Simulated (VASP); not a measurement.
# TePd (P-6m2) in VASP: single point with LDA

Aim: the single point of TePd with LDA.

Program: VASP 6.6.1. These are calculated values, not measurements. Logs are shortened: lines on timing, memory, paths and dates and some standing lists are left out, and cuts for length are marked.

### 1 The cell of the first run

It takes space group P-6m2 (No. 187, hexagonal). The conventional cell has a = 4.035 Å, b = 4.035 Å, c = 3.938 Å, α = 90.00°, β = 90.00°, γ = 120.00°. Within 4.1 Å of Pd (site symmetry -6m2) lie 6 Te at 3.05 Å and 8 Pd at 3.94 to 4.03 Å. Within 4.1 Å of Te (site symmetry -6m2) lie 6 Pd at 3.05 Å and 8 Te at 3.94 to 4.03 Å.

### 2 Single point, LDA, non-collinear spin, twin_end start, moments held on the sites

The input, INCAR:

```
SYSTEM = TePd
PREC = Accurate
ENCUT = 500
EDIFF = 1E-6
ISMEAR = 0
SIGMA = 0.05
LREAL = .FALSE.
LASPH = .TRUE.
NELM = 200
ALGO = Normal
ISIF = 2
LWAVE = .FALSE.
LCHARG = .FALSE.
LNONCOLLINEAR = .TRUE.
MAGMOM = 0 0 1.9 0 0 0.13
LORBIT = 11
I_CONSTRAINED_M = 2
LAMBDA = 10
M_CONSTR = 0.289 0.289 0.289 0 0 0
RWIGS = 1.39 1.38
ISYM = -1
AMIX = 0.2
BMIX = 1E-4
AMIX_MAG = 0.8
BMIX_MAG = 1E-4
LMAXMIX = 4
GGA = CA
NBANDS = 28
GGA_COMPAT = .FALSE.
```

The input, KPOINTS:

```
Automatic mesh
0
G
  5 5 5
  0 0 0
```

The input, POSCAR:

```
TePd
1.0
    4.0347723400      0.0000000000      0.0000000000
   -2.0173861700      3.4942153400      0.0000000000
    0.0000000000      0.0000000000      3.9377379000
Pd Te
1 1
Direct
    0.0000000000      0.0000000000      0.0000000000
    0.6666666667      0.3333333333      0.5000000000
```

Potentials or basis: VASP PAW LDA potentials, release 64 (Pd, Te).

Launch:

```sh
> cat potpaw_LDA.64/Pd/POTCAR potpaw_LDA.64/Te/POTCAR > POTCAR
> mpirun -np 1 vasp_ncl > vasp.out
```

OUTCAR:

```text
SYSTEM = TePd
   PREC = Accurate
   ENCUT = 500
   EDIFF = 1E-6
   ISMEAR = 0
   LREAL = .FALSE.
   LASPH = .TRUE.
   NELM = 200
   ISIF = 2
   LNONCOLLINEAR = .TRUE.
   LORBIT = 11
   ISYM = -1
   AMIX = 0.2
   AMIX_MAG = 0.8
   GGA = CA

 ion  position               nearest neighbor table
   1  0.000  0.000  0.000-   2 3.05   2 3.05   2 3.05   2 3.05   2 3.05   2 3.05
   2  0.667  0.333  0.500-   1 3.05   1 3.05   1 3.05   1 3.05   1 3.05   1 3.05

IMPORTANT INFORMATION: All symmetrisations will be switched off!
NOSYMM: (Re-)initialisation of all symmetry stuff for point group C_1.

----------------------------------------------------------------------------------------

                                     Primitive cell

  volume of cell :      55.5157

  direct lattice vectors                    reciprocal lattice vectors
     4.034772340  0.000000000  0.000000000     0.247845458  0.143093642  0.000000000
    -2.017386170  3.494215340  0.000000000     0.000000000  0.286187285  0.000000000
     0.000000000  0.000000000  3.937737900     0.000000000  0.000000000  0.253952910

  length of vectors
     4.034772340  4.034772336  3.937737900     0.286187284  0.286187285  0.253952910

  position of ions in fractional coordinates (direct lattice)
     0.000000000  0.000000000  0.000000000
     0.666666667  0.333333333  0.500000000

  ion indices of the primitive-cell ions
   primitive index   ion index
                 1           1
                 2           2

----------------------------------------------------------------------------------------

 KPOINTS: Automatic mesh

Automatic generation of k-mesh.
 Grid dimensions read from file:
 generate k-points for:    5    5    5

 Generating k-lattice:

  Cartesian coordinates                     Fractional coordinates (reciprocal lattice)
     0.049569092  0.028618728  0.000000000     0.200000000  0.000000000  0.000000000
     0.000000000  0.057237457  0.000000000     0.000000000  0.200000000  0.000000000
     0.000000000  0.000000000  0.050790582     0.000000000  0.000000000  0.200000000

  Length of vectors
     0.057237457  0.057237457  0.050790582

  Shift w.r.t. Gamma in fractional coordinates (k-lattice)
     0.000000000  0.000000000  0.000000000

 Subroutine IBZKPT returns following result:
 ===========================================

 Found    125 irreducible k-points:

 Following reciprocal coordinates:
            Coordinates               Weight
  0.000000  0.000000  0.000000      1.000000
  0.200000 -0.000000  0.000000      1.000000
  0.400000 -0.000000  0.000000      1.000000
 -0.400000  0.000000  0.000000      1.000000
 -0.200000  0.000000  0.000000      1.000000
  0.000000  0.200000  0.000000      1.000000
[... 16 lines left out ...]
  0.400000 -0.200000  0.000000      1.000000
 -0.400000 -0.200000  0.000000      1.000000
 [... further k-points ...]
   k-points           NKPTS =    125   k-points in BZ     NKDIM =    125   number of bands    NBANDS=     28
   number of dos      NEDOS =    301   number of ions     NIONS =      2
   total plane-waves  NPLWV =  27000
   dimension x,y,z NGX =    30 NGY =   30 NGZ =   30
   dimension x,y,z NGXF=    60 NGYF=   60 NGZF=   60
   ions per type =               1   1
   NGX,Y,Z   is equivalent  to a cutoff of  12.36, 12.36, 12.67 a.u.
   NGXF,Y,Z  is equivalent  to a cutoff of  24.72, 24.72, 25.33 a.u.
 SYSTEM =  TePd
   PREC   = accura    normal or accurate (medium, high low for compatibility)
   ISTART =      0    job   : 0-new  1-cont  2-samecut
   ICHARG =      2    charge: 1-file 2-atom 10-const
   ISPIN  =      1    spin polarized calculation?
   LNONCOLLINEAR =      T non collinear calculations
   LSORBIT =      F    spin-orbit coupling
   LASPH  =      T    aspherical Exc in radial PAW
   ENCUT  =  500.0 eV  36.75 Ry    6.06 a.u.   7.36  7.36  7.18*2*pi/ulx,y,z
   NELM   =    200;   NELMIN=  2; NELMDL= -5     # of ELM steps
   EDIFF  = 0.1E-05   stopping-criterion for ELM
   LREAL  =      F    real-space projection
   EDIFFG = 0.1E-04   stopping-criterion for IOM
   NSW    =      0    number of steps for IOM
   IBRION =     -1    ionic relax: 0-MD 1-quasi-New 2-CG
   NFREE  =      0    steps in history (QN), initial steepest desc. (CG)
   ISIF   =      2    stress and relaxation
   ISYM   =     -1    0-nonsym 1-usesym 2-fastsym
   POTIM  = 0.5000    time-step for ionic-motion
   TEBEG  =    0.0;   TEEND  =   0.0 temperature during run
   PSTRESS=    0.0 pullay stress
   NELECT =      16.0000    total number of electrons
   NUPDOWN=      -1.0000    fix difference up-down
   EMIN   =  10.00;   EMAX   =-10.00  energy-range for DOS
   EFERMI =   0.00;   METHOD = LEGACY
   ISMEAR =     0;   SIGMA  =   0.05  broadening in eV -4-tet -1-fermi 0-gaus
   EFERMI_NEDOS =   21; number of points for ismear=-14 and -15
   IALGO  =     38    algorithm
   IMIX   =      4    mixing-type and parameters
     AMIX     =   0.20;   BMIX     =  0.00
     AMIX_MAG =   0.80;   BMIX_MAG =  0.00
  volume/ion in A,a.u.               =      27.76       187.32
  Fermi-wavevector in a.u.,A,eV,Ry     =   1.081375  2.043502 15.910270  1.169372
  Thomas-Fermi vector in A             =   2.217390
   LORBIT       =     11    0 simple, 1 ext, 2 COOP (PROOUT), +10 PAW based schemes
   GGA     = CA    functional components
   LHFCALC =     F    Hartree Fock is set to
   AEXX    =    0.0000 exact exchange contribution
   IVDW    =     0    specifies the selected vdW correction
   LEPSILON=     F    determine dielectric tensor
   LRPA    =     F    only Hartree local field effects (RPA)
 Gauss-broadening in eV      SIGMA  =   0.05
  energy-cutoff  :      500.00
  volume of cell :       55.52
 maximum number of plane-waves:      2860
 NGX is ok and might be reduce to    30
   NGX = 15   NGY = 15   NGZ = 15

 number of electron      16.0000001 magnetization      -0.3051958     -0.1776652      1.5970136

 number of electron      16.0000004 magnetization       0.7984409      0.5390699     -0.7275429

 number of electron      16.0000004 magnetization       0.4354067      0.4353119      0.4350507

 Free energy of the ion-electron system (eV)
  ---------------------------------------------------
  ext. energy  EPLUGINS =         0.00000000
  ---------------------------------------------------
  free energy    TOTEN  =        -9.32522029 eV

  energy without entropy =       -9.32446828  energy(sigma->0) =       -9.32484429

 E-fermi :   5.2507     XC(G=0): -10.1023

 val. band max:        5.2320056385   @ k =   0.2000  -0.0000   0.0000
 cond. band min:       5.4050773848   @ k =   0.0000  -0.2000   0.2000
 fundamental gap:      0.1730717463
 Fermi energy:         5.2506552970

 k-point     1 :       0.0000    0.0000    0.0000
  band No.  band energies     occupation
      1      -6.5462      1.00000
      2      -6.4480      1.00000
      3       1.9688      1.00000
      4       1.9688      1.00000
      5       1.9942      1.00000
      6       2.4063      1.00000
[... 20 lines left out ...]
     27      15.0299      0.00000
     28      15.3426      0.00000

 k-point     2 :       0.2000   -0.0000    0.0000
  band No.  band energies     occupation
      1      -6.2770      1.00000
      2      -6.1788      1.00000
      3       1.5337      1.00000
      4       2.0688      1.00000
      5       2.1368      1.00000
      6       2.1435      1.00000
[... 20 lines left out ...]
     27      14.4703      0.00000
     28      14.6743      0.00000

 k-point     3 :       0.4000   -0.0000    0.0000
  band No.  band energies     occupation
      1      -5.7475      1.00000
      2      -5.6487      1.00000
      3       0.5710      1.00000
      4       0.8589      1.00000
      5       1.7305      1.00000
      6       2.1550      1.00000
[... 20 lines left out ...]
     27      15.3972      0.00000
     28      15.6084      0.00000

 k-point     4 :      -0.4000    0.0000    0.0000
  band No.  band energies     occupation
      1      -5.7475      1.00000
      2      -5.6487      1.00000
      3       0.5710      1.00000
      4       0.8589      1.00000
      5       1.7305      1.00000
      6       2.1550      1.00000
[... 578 lines left out ...]
     27      14.4703      0.00000
     28      14.6743      0.00000

 k-point    23 :       0.4000   -0.2000    0.0000
  band No.  band energies     occupation
      1      -5.8649      1.00000
      2      -5.7663      1.00000
      3       0.9553      1.00000
      4       1.3748      1.00000
      5       1.8112      1.00000
      6       2.1904      1.00000
[... 20 lines left out ...]
     27      13.9891      0.00000
     28      14.2025      0.00000

 k-point    24 :      -0.4000   -0.2000    0.0000
  band No.  band energies     occupation
      1      -5.5628      1.00000
      2      -5.4634      1.00000
      3       0.5776      1.00000
      4       0.8657      1.00000
      5       1.7026      1.00000
      6       2.0502      1.00000
[... 20 lines left out ...]
     27      14.5948      0.00000
     28      14.8248      0.00000

 [... further k-points ...]

------------------------ aborting loop because EDIFF is reached ----------------------------------------

  FORCE on cell =-STRESS in cart. coord.  units (eV):
  Direction    XX          YY          ZZ          XY          YZ          ZX
  --------------------------------------------------------------------------------------
  -------------------------------------------------------------------------------------
  Total       -4.5094043     -4.5093930     -6.4219662      0.0000030     -0.0000063      0.0000065
  in kB     -130.1410325   -130.1407075   -185.3374098      0.0000875     -0.0001829      0.0001866
  external PRESSURE =    -148.5397166 kB  Pullay stress =       0.0000000 kB

 VOLUME and BASIS-vectors are now :
 -----------------------------------------------------------------------------
  energy-cutoff  :      500.00
  volume of cell :       55.52
      direct lattice vectors                 reciprocal lattice vectors
     4.034772340  0.000000000  0.000000000     0.247845458  0.143093642  0.000000000
    -2.017386170  3.494215340  0.000000000     0.000000000  0.286187285  0.000000000
     0.000000000  0.000000000  3.937737900     0.000000000  0.000000000  0.253952910

 POSITION                                       TOTAL-FORCE (eV/Angst)
 -----------------------------------------------------------------------------------
      0.00000      0.00000      0.00000        -0.000006      0.000002      0.000010
      2.01739      1.16474      1.96887         0.000006     -0.000002     -0.000010
 -----------------------------------------------------------------------------------
    total drift:                               -0.000012      0.000004      0.000006

  FREE ENERGIE OF THE ION-ELECTRON SYSTEM (eV)
  ---------------------------------------------------
  free  energy   TOTEN  =        -9.3252202856 eV

  energy  without entropy=       -9.3244682849  energy(sigma->0) =       -9.32484429

 total charge

# of ion       s       p       d       tot
------------------------------------------
    1        0.311   0.222   8.501   9.035
    2        1.418   1.759   0.037   3.214
--------------------------------------------------
tot          1.729   1.982   8.538  12.249

 magnetization (x)

# of ion       s       p       d       tot
------------------------------------------
    1        0.008   0.012   0.331   0.351
    2        0.005   0.055  -0.002   0.058
--------------------------------------------------
tot          0.013   0.067   0.329   0.409

 magnetization (y)

# of ion       s       p       d       tot
------------------------------------------
    1        0.008   0.012   0.331   0.351
    2        0.005   0.055  -0.002   0.058
--------------------------------------------------
tot          0.013   0.067   0.329   0.409

 magnetization (z)

# of ion       s       p       d       tot
------------------------------------------
    1        0.008   0.012   0.332   0.352
    2        0.005   0.055  -0.002   0.058
--------------------------------------------------
tot          0.013   0.067   0.329   0.410
```

It took 49 min on 1 thread of Intel Xeon 6975P-C (Granite Rapids), shared host; peak memory 0.44 GiB.

Results:

| Quantity | Value |
| --- | --- |
| Free energy | -9.3252 eV |
| Band gap on the k mesh | zero (bands 16 and 17 overlap by 1.04 eV) |
| Net moment | 0.75 μB per cell |
| Valence electrons inside the program's atomic spheres | Pd 9.04; Te 3.21 |

Levels at points of the mesh, in eV from the Fermi level:
| k point | band 13 | band 14 | band 15 | band 16 | band 17 | band 18 | band 19 | band 20 |
| --- | --- | --- | --- | --- | --- | --- | --- | --- |
| (0.00, 0.00, 0.00) | -1.00 | -0.88 | 0.61 | 0.61 | 1.15 | 1.15 | 1.41 | 1.70 |

Moments on the atoms (μB; x, y, z):
```
Pd  0.35 0.35 0.35
Te  0.06 0.06 0.06
```

Caveat: moments held by a penalty; spin-orbit coupling is left out, which moves the levels of the heavy elements.

The gap in the log of VASP goes by the Fermi energy; the results here count the filled bands.